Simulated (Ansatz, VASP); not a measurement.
# Two plane-wave programs on SiO2

File INCAR:

```
SYSTEM = SiO2
PREC = Accurate
ENCUT = 520
EDIFF = 1E-6
ISMEAR = 0
SIGMA = 0.02
LREAL = .False.
LASPH = .True.
NELM = 80
ALGO = Normal
ISIF = 2
LWAVE = .False.
LCHARG = .False.
GGA = PE
NBANDS = 44
```

The input KPOINTS:

```
Automatic mesh
0
Gamma
  6 6 4
  0 0 0
```

The input POSCAR:

```
SiO2
1.0
    4.7328911442      0.0000000000      0.0000000000
   -2.3664455721      4.0988039642      0.0000000000
    0.0000000000      0.0000000000      8.5417540719
Si O
4 8
Direct
    0.6666666667      0.3333333333      0.9364995101
    0.6666666667      0.3333333333      0.5635004899
    0.3333333333      0.6666666667      0.0635004899
    0.3333333333      0.6666666667      0.4364995101
    0.0000000000      0.3582917027      0.0000000000
    0.3582917027      0.3582917027      0.5000000000
    0.6417082973      0.0000000000      0.5000000000
    0.6417082973      0.6417082973      0.0000000000
    0.0000000000      0.6417082973      0.5000000000
    0.6666666667      0.3333333333      0.7500000000
    0.3333333333      0.6666666667      0.2500000000
    0.3582917027      0.0000000000      0.0000000000
```

Input for Ansatz:

```yaml
crystal:
  lattice:
    - [4.7328911442, 0.0, 0.0]
    - [-2.3664455721, 4.0988039642, 0.0]
    - [0.0, 0.0, 8.5417540719]
  atoms:
    - { symbol: Si, position: [0.6666666667, 0.3333333333, 0.9364995101] }
    - { symbol: Si, position: [0.6666666667, 0.3333333333, 0.5635004899] }
    - { symbol: Si, position: [0.3333333333, 0.6666666667, 0.0635004899] }
    - { symbol: Si, position: [0.3333333333, 0.6666666667, 0.4364995101] }
    - { symbol: O, position: [0.0, 0.3582917027, 0.0] }
    - { symbol: O, position: [0.3582917027, 0.3582917027, 0.5] }
    - { symbol: O, position: [0.6417082973, 0.0, 0.5] }
    - { symbol: O, position: [0.6417082973, 0.6417082973, 0.0] }
    - { symbol: O, position: [0.0, 0.6417082973, 0.5] }
    - { symbol: O, position: [0.6666666667, 0.3333333333, 0.75] }
    - { symbol: O, position: [0.3333333333, 0.6666666667, 0.25] }
    - { symbol: O, position: [0.3582917027, 0.0, 0.0] }
basis:
  ecutwfc: 420
kpoints:
  mp_grid: { grid: [6, 6, 4] }
  band_path: { path: [VBM, CBM], npoints: 2 }
hamiltonian:
  xc: pbe
scf:
  occupations: { method: gaussian, width: 0.02 }
output:
  forces: true
  stress: true
  eigenvalues: true
checkpoint:
  read: start.run
  write: ck
  compress: false
  write_wavefunctions: false
  write_every: 100000
```

Alike in both runs: task single point; functional PBE; k mesh 6 × 6 × 4; occupations gaussian, width 0.02 eV; no spin polarisation.

|  | VASP | Ansatz |
| --- | --- | --- |
| version | VASP 6.6.1 | Ansatz 0.2.0 |
| potentials or method | VASP PAW PBE potentials, release 64 (Si, O), cutoff 520 eV | scalar-relativistic, plane waves, PAW |
| valence electrons in the cell | 64 | 64 |

```csv
,VASP,Ansatz,Ansatz less VASP
gap on the k mesh at the Fermi level (eV),5.68,5.68,+0.002
least direct gap on the mesh (eV),5.82,5.82,+0.003
pressure (GPa),8.2,8.0,-0.20
"traceless stress, the component that is largest in VASP (GPa)",-0.06,0.01,+0.073
rms of the force components (eV/Å),0.012,0.000,-0.0122
```

Atom by atom the forces differ by 0.012 eV/Å (rms over components).
